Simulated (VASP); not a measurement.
# Nd3H (P-6m2) in VASP: notebook, part 2 of 2

VASP 6.6.1.

**3. Relaxation of cell and atoms, PBE**

This run uses another cell than the first one: it holds 4 atoms, not 8.

Input file INCAR:

```
PREC = Accurate ; ENCUT = 500
EDIFF = 1E-7 ; ISMEAR = 0
SIGMA = 0.1 ; LREAL = False
LASPH = True ; NELM = 200
ALGO = Normal ; ISIF = 3
LWAVE = False ; LCHARG = False
GGA = PE ; IBRION = 2
NSW = 100 ; EDIFFG = -0.01
GGA_COMPAT = False ; NELMIN = 4
LMAXMIX = 6
```

Input file KPOINTS:

```
Automatic mesh
0
Gamma
  12 12 6
```

Input file POSCAR:

```
Nd3H
1.0
    3.6506368165      0.0000000000      0.0000000000
   -1.8253184082      3.1615442231      0.0000000000
    0.0000000000      0.0000000000      9.1756336434
Nd H
3 1
Direct
    0.6666666667      0.3333333333      0.5000000000
    0.3333333333      0.6666666667      0.1763382592
    0.3333333333      0.6666666667      0.8236617408
    0.6666666667      0.3333333333      0.0000000000
```

Potentials or basis: VASP PAW PBE potentials, release 64 (Nd_3, H), 4f in core.

Command:

```bash
$ cat potpaw_PBE.64/Nd_3/POTCAR potpaw_PBE.64/H/POTCAR > POTCAR
$ mpirun -np 1 vasp_std > vasp.out
```

OUTCAR:

```text
PREC = Accurate
   ENCUT = 500
   EDIFF = 1E-7
   ISMEAR = 0
   LREAL = False
   LASPH = True
   NELM = 200
   ISIF = 3
   GGA = PE
   IBRION = 2
   NSW = 100
   EDIFFG = -0.01
   NELMIN = 4

 ion  position               nearest neighbor table
   1  0.667  0.333  0.500-   2 3.64   3 3.64   2 3.64   3 3.64   2 3.64   3 3.64
   2  0.333  0.667  0.176-   3 3.24   1 3.64   1 3.64   1 3.64
   3  0.333  0.667  0.824-   2 3.24   1 3.64   1 3.64   1 3.64
   4  0.667  0.333  0.000-

  LATTYP: Found a hexagonal cell.
 ALAT       =     3.6506368165
 C/A-ratio  =     2.5134337116

  Lattice vectors:

 A1 = (   3.6506368165,   0.0000000000,   0.0000000000)
 A2 = (  -1.8253184082,   3.1615442231,   0.0000000000)
 A3 = (   0.0000000000,   0.0000000000,   9.1756336434)

Analysis of symmetry for initial positions (statically):
=====================================================================
 Subroutine PRICEL returns:
 Original cell was already a primitive cell.

 Routine SETGRP: Setting up the symmetry group for a
 hexagonal supercell.

 Subroutine GETGRP returns: Found 12 space group operations
 (whereof 12 operations were pure point group operations)
 out of a pool of 24 trial point group operations.

The static configuration has the point symmetry D_3h.

Analysis of symmetry for dynamics (positions and initial velocities):
=====================================================================
 Subroutine PRICEL returns:
 Original cell was already a primitive cell.

 Routine SETGRP: Setting up the symmetry group for a
 hexagonal supercell.

 Subroutine GETGRP returns: Found 12 space group operations
 (whereof 12 operations were pure point group operations)
 out of a pool of 24 trial point group operations.

The dynamic configuration has the point symmetry D_3h.

 Subroutine INISYM returns: Found 12 space group operations
 (whereof 12 operations are pure point group operations),
 and found     1 'primitive' translations

----------------------------------------------------------------------------------------

                                     Primitive cell

  volume of cell :     105.9019

  direct lattice vectors                    reciprocal lattice vectors
     3.650636817  0.000000000  0.000000000     0.273924811  0.158150563  0.000000000
    -1.825318408  3.161544223  0.000000000     0.000000000  0.316301127  0.000000000
     0.000000000  0.000000000  9.175633643     0.000000000  0.000000000  0.108984299

  length of vectors
     3.650636817  3.650636816  9.175633643     0.316301127  0.316301127  0.108984299

  position of ions in fractional coordinates (direct lattice)
     0.666666667  0.333333333  0.500000000
     0.333333333  0.666666667  0.176338259
     0.333333333  0.666666667  0.823661741
     0.666666667  0.333333333  0.000000000

  ion indices of the primitive-cell ions
   primitive index   ion index
                 1           1
                 2           2
                 3           3
                 4           4

----------------------------------------------------------------------------------------

 KPOINTS: Automatic mesh
[... 47 lines left out ...]
  0.250000 -0.000000  0.166667     12.000000
  0.333333  0.000000  0.166667     12.000000
 [... further k-points ...]
   k-points           NKPTS =     76   k-points in BZ     NKDIM =     76   number of bands    NBANDS=     21
   number of dos      NEDOS =    301   number of ions     NIONS =      4
   total plane-waves  NPLWV =  54880
   dimension x,y,z NGX =    28 NGY =   28 NGZ =   70
   dimension x,y,z NGXF=    56 NGYF=   56 NGZF=  140
   ions per type =               3   1
   NGX,Y,Z   is equivalent  to a cutoff of  12.75, 12.75, 12.68 a.u.
   NGXF,Y,Z  is equivalent  to a cutoff of  25.50, 25.50, 25.37 a.u.
 SYSTEM =  unknown system
   PREC   = accura    normal or accurate (medium, high low for compatibility)
   ISTART =      0    job   : 0-new  1-cont  2-samecut
   ICHARG =      2    charge: 1-file 2-atom 10-const
   ISPIN  =      1    spin polarized calculation?
   LNONCOLLINEAR =      F non collinear calculations
   LSORBIT =      F    spin-orbit coupling
   LASPH  =      T    aspherical Exc in radial PAW
   ENCUT  =  500.0 eV  36.75 Ry    6.06 a.u.   6.66  6.66 16.73*2*pi/ulx,y,z
   NELM   =    200;   NELMIN=  4; NELMDL= -5     # of ELM steps
   EDIFF  = 0.1E-06   stopping-criterion for ELM
   LREAL  =      F    real-space projection
   EDIFFG = -.1E-01   stopping-criterion for IOM
   NSW    =    100    number of steps for IOM
   IBRION =      2    ionic relax: 0-MD 1-quasi-New 2-CG
   NFREE  =      1    steps in history (QN), initial steepest desc. (CG)
   ISIF   =      3    stress and relaxation
   ISYM   =      2    0-nonsym 1-usesym 2-fastsym
   POTIM  = 0.5000    time-step for ionic-motion
   TEBEG  =    0.0;   TEEND  =   0.0 temperature during run
   PSTRESS=    0.0 pullay stress
   NELECT =      34.0000    total number of electrons
   NUPDOWN=      -1.0000    fix difference up-down
   EMIN   =  10.00;   EMAX   =-10.00  energy-range for DOS
   EFERMI =   0.00;   METHOD = LEGACY
   ISMEAR =     0;   SIGMA  =   0.10  broadening in eV -4-tet -1-fermi 0-gaus
   EFERMI_NEDOS =   21; number of points for ismear=-14 and -15
   IALGO  =     38    algorithm
   IMIX   =      4    mixing-type and parameters
     AMIX     =   0.40;   BMIX     =  1.00
     AMIX_MAG =   1.60;   BMIX_MAG =  1.00
  volume/ion in A,a.u.               =      26.48       178.67
  Fermi-wavevector in a.u.,A,eV,Ry     =   1.120985  2.118355 17.097183  1.256607
  Thomas-Fermi vector in A             =   2.257635
   LORBIT       =      0    0 simple, 1 ext, 2 COOP (PROOUT), +10 PAW based schemes
   GGA     = PE    functional components
   LHFCALC =     F    Hartree Fock is set to
   AEXX    =    0.0000 exact exchange contribution
   IVDW    =     0    specifies the selected vdW correction
   LEPSILON=     F    determine dielectric tensor
   LRPA    =     F    only Hartree local field effects (RPA)
 conjugate gradient relaxation of ions
 non-spin polarized calculation
 Gauss-broadening in eV      SIGMA  =   0.10
  energy-cutoff  :      500.00
  volume of cell :      105.90
 maximum number of plane-waves:      2721
 NGX is ok and might be reduce to    28

--------------------------------------- Ionic step        1  -------------------------------------------

 number of electron      33.9999999 magnetization

 Free energy of the ion-electron system (eV)
  ---------------------------------------------------
  ext. energy  EPLUGINS =         0.00000000
  ---------------------------------------------------
  free energy    TOTEN  =       -17.84152794 eV

  energy without entropy =      -17.81811443  energy(sigma->0) =      -17.82982119

------------------------ aborting loop because EDIFF is reached ----------------------------------------

  FORCE on cell =-STRESS in cart. coord.  units (eV):
  Direction    XX          YY          ZZ          XY          YZ          ZX
  --------------------------------------------------------------------------------------
  -------------------------------------------------------------------------------------
  Total       -0.2088483     -0.2088483      0.5077791     -0.0000000      0.0000000     -0.0000000
  in kB       -3.1596401     -3.1596401      7.6821271     -0.0000000      0.0000000     -0.0000000
  external PRESSURE =       0.4542823 kB  Pullay stress =       0.0000000 kB
[... 63 lines left out ...]
--------------------------------------- Ionic step        3  -------------------------------------------

 number of electron      33.9999999 magnetization

 Free energy of the ion-electron system (eV)
  ---------------------------------------------------
  ext. energy  EPLUGINS =         0.00000000
  ---------------------------------------------------
  free energy    TOTEN  =       -17.84519513 eV

  energy without entropy =      -17.82080065  energy(sigma->0) =      -17.83299789

 E-fermi :   3.5339     XC(G=0):  -9.7860

 val. band max:        3.5333520316   @ k =   0.3333   0.3333   0.0000
 cond. band min:       3.5360875405   @ k =   0.0833   0.0833   0.3333
 fundamental gap:      0.0027355088
 Fermi energy:         3.5338935414

 k-point     1 :       0.0000    0.0000    0.0000
  band No.  band energies     occupation
      1     -34.5566      2.00000
      2     -34.4714      2.00000
      3     -34.2882      2.00000
      4     -16.1726      2.00000
      5     -15.8426      2.00000
      6     -15.2313      2.00000
[... 565 lines left out ...]
     20       5.0380      0.00000
     21       5.3183      0.00000

 [... further k-points ...]

------------------------ aborting loop because EDIFF is reached ----------------------------------------

  FORCE on cell =-STRESS in cart. coord.  units (eV):
  Direction    XX          YY          ZZ          XY          YZ          ZX
  --------------------------------------------------------------------------------------
  -------------------------------------------------------------------------------------
  Total       -0.0368762     -0.0368762     -0.0252236     -0.0000000      0.0000000     -0.0000000
  in kB       -0.5569302     -0.5569302     -0.3809448     -0.0000000      0.0000000     -0.0000000
  external PRESSURE =      -0.4982684 kB  Pullay stress =       0.0000000 kB
[... 19 lines left out ...]
  FREE ENERGIE OF THE ION-ELECTRON SYSTEM (eV)
  ---------------------------------------------------
  free  energy   TOTEN  =       -17.8451951259 eV

  energy  without entropy=      -17.8208006459  energy(sigma->0) =      -17.83299789

 reached required accuracy - stopping structural energy minimisation
```

OSZICAR:

```text
N       E                     dE             d eps       ncg     rms          rms(c)
DAV:   1     0.279765723493E+03    0.27977E+03   -0.16141E+04  3192   0.146E+03
DAV:   2     0.917080629723E+00   -0.27885E+03   -0.27402E+03  3542   0.371E+02
DAV:   3    -0.174277791032E+02   -0.18345E+02   -0.18009E+02  5991   0.695E+01
DAV:   4    -0.182386454285E+02   -0.81087E+00   -0.80376E+00  4500   0.142E+01
[... 27 lines left out ...]
DAV:   4    -0.178451985322E+02    0.21270E-04   -0.36937E-04  4202   0.120E-01    0.188E-02
DAV:   5    -0.178451968078E+02    0.17244E-05   -0.23225E-05  4793   0.273E-02    0.124E-02
DAV:   6    -0.178451959221E+02    0.88574E-06   -0.41132E-06  4518   0.151E-02    0.362E-03
DAV:   7    -0.178451952019E+02    0.72019E-06   -0.68019E-07  4168   0.582E-03    0.748E-04
DAV:   8    -0.178451951259E+02    0.76011E-07   -0.45400E-08  2356   0.185E-03
   3 F= -.17845195E+02 E0= -.17832998E+02  d E =-.366718E-02
```

Run time: 2.6 min. Hardware: 1 thread of Intel Xeon 6975P-C (Granite Rapids), shared host; peak memory 0.33 GiB.

Results:

```
Free energy                           : -17.8452 eV
Relaxed volume                        : 26.52 Å³/atom
Relaxed cell                          : a = 3.635 Å, b = 3.635 Å, c = 9.269 Å, α = 90.00°, β = 90.00°, γ = 120.00°
Space group after relaxing (to 0.1 Å) : P-6m2 (No. 187)
Energy gained by relaxing             : 0.9 meV/atom
Ionic steps                           : 3
Pressure after relaxing               : 0.0 GPa
Largest force after relaxing          : 0.008 eV/Å
Band gap on the k mesh                : zero (bands 17 and 18 overlap by 0.71 eV)
```

Forces on the atoms (eV/Å):
```
Nd   0.000  0.000  0.000
Nd   0.000  0.000 -0.008
Nd   0.000  0.000  0.008
H    0.000  0.000  0.000
```

The path:
```csv
step,energy change (eV),largest force (eV/Å),pressure (GPa),volume (Å³)
1,0.0000,0.0585,0.05,105.90
2,-0.0031,0.0173,-0.01,106.01
3,-0.0037,0.0079,-0.05,106.09
```

Final structure:
```cif
data_structure
_symmetry_space_group_name_H-M 'P 1'
_symmetry_Int_Tables_number 1
_cell_length_a 3.6354
_cell_length_b 3.6354
_cell_length_c 9.2687
_cell_angle_alpha 90.000
_cell_angle_beta 90.000
_cell_angle_gamma 120.000
_cell_volume 106.09
loop_
_atom_site_label
_atom_site_type_symbol
_atom_site_fract_x
_atom_site_fract_y
_atom_site_fract_z
_atom_site_occupancy
Nd1 Nd 0.66667 0.33333 0.50000 1
Nd2 Nd 0.33333 0.66667 0.17685 1
Nd3 Nd 0.33333 0.66667 0.82315 1
H1 H 0.66667 0.33333 0.00000 1
```

Caveat: spin-orbit coupling is left out, which moves the levels of the heavy elements; the 4f electrons are frozen in the core, so they carry no moment and show no levels.
